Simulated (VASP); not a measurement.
# MgO (P4/mmm) in VASP: further runs, part 2 of 2

VASP 6.6.1.

**5. Single point, HSE06 (biaxial xy strain +0.4%)**

POSCAR

```
MgO
1.0
    2.6333178552      0.0000000000      0.0000000000
    0.0000000000      2.6333178552      0.0000000000
    0.0000000000      0.0000000000      2.6233491285
Mg O
1 1
Direct
    0.0000000000      0.0000000000      0.0000000000
    0.5000000000      0.5000000000      0.5000000000
```

INCAR.step1

```
PREC = Accurate ; ENCUT = 520
EDIFF = 1E-5 ; ISMEAR = 0
SIGMA = 0.01 ; LREAL = F
LASPH = T ; NELM = 80
ALGO = Normal ; ISIF = 2
LWAVE = T ; LCHARG = F
NBANDS = 11 ; GGA = PE
```

INCAR.step2

```
PREC = Accurate ; ENCUT = 520
EDIFF = 1E-7 ; ISMEAR = 0
SIGMA = 0.01 ; LREAL = F
LASPH = T ; NELM = 80
ALGO = Normal ; ISIF = 2
LWAVE = F ; LCHARG = F
GGA = PE ; LHFCALC = T
HFSCREEN = 0.2079 ; PRECFOCK = Normal
NBANDS = 11 ; ISTART = 1
```

KPOINTS

```
regular mesh
0
Gamma
  6 6 6
```

Potentials or basis: VASP PAW PBE potentials, release 64 (Mg, O).

Run with:

```bash
$ cat potpaw_PBE.64/Mg/POTCAR potpaw_PBE.64/O/POTCAR > POTCAR
$ cp INCAR.step1 INCAR
$ mpirun -np 1 vasp_std > vasp.out
$ cp INCAR.step2 INCAR
$ mpirun -np 1 vasp_std > vasp.out
```

OUTCAR:

```text
PREC = Accurate
   ENCUT = 520
   EDIFF = 1E-7
   ISMEAR = 0
   LREAL = F
   LASPH = T
   NELM = 80
   ISIF = 2
   GGA = PE
   LHFCALC = T
   HFSCREEN = 0.2079
   PRECFOCK = Normal
   ISTART = 1

 ion  position               nearest neighbor table
   1  0.000  0.000  0.000-   2 2.28   2 2.28   2 2.28   2 2.28   2 2.28   2 2.28   2 2.28   2 2.28

   2  0.500  0.500  0.500-   1 2.28   1 2.28   1 2.28   1 2.28   1 2.28   1 2.28   1 2.28   1 2.28

[... 536 lines left out ...]
 [... further k-points ...]

------------------------ aborting loop because EDIFF is reached ----------------------------------------

  FORCE on cell =-STRESS in cart. coord.  units (eV):
  Direction    XX          YY          ZZ          XY          YZ          ZX
  --------------------------------------------------------------------------------------
  -------------------------------------------------------------------------------------
  Total       -0.3655170     -0.3655170     -0.0701716      0.0000000     -0.0000000      0.0000000
  in kB      -32.1925589    -32.1925589     -6.1802956      0.0000000     -0.0000000      0.0000000
  external PRESSURE =     -23.5218045 kB  Pullay stress =       0.0000000 kB

 VOLUME and BASIS-vectors are now :
 -----------------------------------------------------------------------------
  energy-cutoff  :      520.00
  volume of cell :       18.19
      direct lattice vectors                 reciprocal lattice vectors
     2.633317855  0.000000000  0.000000000     0.379749068  0.000000000  0.000000000
     0.000000000  2.633317855  0.000000000     0.000000000  0.379749068  0.000000000
     0.000000000  0.000000000  2.623349129     0.000000000  0.000000000  0.381192114

 POSITION                                       TOTAL-FORCE (eV/Angst)
 -----------------------------------------------------------------------------------
      0.00000      0.00000      0.00000         0.000000      0.000000      0.000000
      1.31666      1.31666      1.31167         0.000000      0.000000      0.000000
 -----------------------------------------------------------------------------------
    total drift:                               -0.000036     -0.000161     -0.000040

  FREE ENERGIE OF THE ION-ELECTRON SYSTEM (eV)
  ---------------------------------------------------
  free  energy   TOTEN  =       -12.6020195555 eV

  energy  without entropy=      -12.6020195555  energy(sigma->0) =      -12.60201956
```

Run time: 7.8 min. Hardware: 1 thread of Intel Xeon 6975P-C (Granite Rapids), shared host; peak memory 0.23 GiB.

What came out:

| Quantity | Value |
| --- | --- |
| Free energy | -12.6020 eV |
| Pressure | -2.4 GPa |
| Band gap on the k mesh | 4.03 eV (least direct gap 5.11 eV) |

Caveat: the cell differs from its parent crystal (biaxial xy strain +0.4%); the structure was generated, so it needn't be the stable form of MgO; the PAW data sets were made with another functional, which shifts forces and pressure a little. A k mesh can miss the band edges.

**6. Single point, HSE06 (uniaxial z strain +1.9%)**

POSCAR

```
MgO
1.0
    2.6233491285      0.0000000000      0.0000000000
    0.0000000000      2.6233491285      0.0000000000
    0.0000000000      0.0000000000      2.6745044365
Mg O
1 1
Direct
    0.0000000000      0.0000000000      0.0000000000
    0.5000000000      0.5000000000      0.5000000000
```

INCAR.step1

```
  ALGO = Normal
  EDIFF = 1E-5
  ENCUT = 520
  GGA = PE
  ISIF = 2
  ISMEAR = 0
  LASPH = T
  LREAL = F
  LWAVE = T
  NBANDS = 11
  NELM = 60
  PREC = Accurate
  SIGMA = 0.01
```

INCAR.step2

```
  ALGO = Normal
  EDIFF = 1E-6
  ENCUT = 520
  GGA = PE
  HFSCREEN = 0.2079
  ISIF = 2
  ISMEAR = 0
  ISTART = 1
  LASPH = T
  LCHARG = T
  LELF = T
  LHFCALC = T
  LREAL = F
  LVHAR = T
  LWAVE = F
  NBANDS = 11
  NELM = 60
  PREC = Accurate
  PRECFOCK = Normal
  SIGMA = 0.01
```

KPOINTS

```
k-points
0
Gamma
  6 6 6
```

Potentials or basis: VASP PAW PBE potentials, release 64 (Mg, O).

Run with:

```bash
$ cat potpaw_PBE.64/Mg/POTCAR potpaw_PBE.64/O/POTCAR > POTCAR
$ cp INCAR.step1 INCAR
$ mpirun -np 1 vasp_std > vasp.out
$ cp INCAR.step2 INCAR
$ mpirun -np 1 vasp_std > vasp.out
```

Wall time 7.2 min (1 thread of Intel Xeon 6975P-C (Granite Rapids), shared host); peak memory 0.24 GiB.

It converged, with:

```
Free energy            : -12.5887 eV
Pressure               : -4.0 GPa
Band gap on the k mesh : 3.86 eV (least direct gap 4.91 eV)
```

Stress tensor (GPa, compression positive):
```
  0.27   0.00   0.00
  0.00   0.27   0.00
  0.00   0.00 -12.69
```

Levels at points of the mesh, in eV from the valence-band top:
| k point | band 2 | band 3 | band 4 | band 5 | band 6 | band 7 |
| --- | --- | --- | --- | --- | --- | --- |
| (0.00, 0.00, 0.00) | -1.33 | -1.04 | -1.04 | 3.86 | 11.90 | 12.25 |
| (0.50, 0.00, 0.00) | -6.92 | -0.81 | -0.55 | 8.49 | 11.37 | 16.33 |
| (0.50, 0.50, 0.00) | -5.03 | -5.03 | -0.17 | 6.61 | 14.07 | 14.07 |
| (0.00, 0.00, 0.50) | -7.02 | -0.61 | -0.61 | 8.72 | 11.19 | 16.30 |
| (0.50, 0.00, 0.50) | -5.13 | -5.08 | 0.00 | 6.32 | 14.00 | 14.34 |
| (0.50, 0.50, 0.50) | -3.95 | -3.95 | -3.89 | 8.97 | 8.97 | 9.14 |

Caveat: the cell differs from its parent crystal (uniaxial z strain +1.9%); the stress differs along the axes, from -13 to 0 GPa; the structure was generated, so it needn't be the stable form of MgO; the PAW data sets were made with another functional, which shifts forces and pressure a little.

**7. The runs side by side**

| level | cell | k mesh | grid for exact exchange (PRECFOCK) | share of exact exchange | screening parameter | gap on the mesh (eV) | pressure (GPa) |
| --- | --- | --- | --- | --- | --- | --- | --- |
| r2SCAN | a = 2.539, b = 2.539, c = 2.605 Å, 2 atoms | 10 × 10 × 10 | - | - | - | 4.06 | 12.0 |
| r2SCAN | a = 2.633, b = 2.633, c = 2.623 Å, 2 atoms | 10 × 10 × 10 | - | - | - | 3.35 | -2.3 |
| HSE06 | a = 2.539, b = 2.539, c = 2.605 Å, 2 atoms | 6 × 6 × 6 | Normal | 0.25 | 0.2079 1/Å | 4.80 | 12.1 |
| HSE06 | a = 2.633, b = 2.633, c = 2.623 Å, 2 atoms | 6 × 6 × 6 | Normal | 0.25 | 0.2079 1/Å | 4.03 | -2.4 |
| HSE06 | a = 2.623, b = 2.623, c = 2.675 Å, 2 atoms | 6 × 6 × 6 | Normal | 0.25 | 0.2079 1/Å | 3.86 | -4.0 |

Alike in all rows: task single point; potentials or basis VASP PAW PBE potentials, release 64 (Mg, O); no spin polarisation; cutoff (eV) 520; smearing gaussian 0.01 eV.

Caveats: the structure was generated, so it needn't be the stable form of MgO; the PAW data sets were made with another functional, which shifts forces and pressure a little; the stress differs along the axes, from -1 to 19 GPa (at least some runs); the stress differs along the axes, from -13 to 0 GPa (at least some runs).

Absolute energies hang on the potentials; compare differences alone.
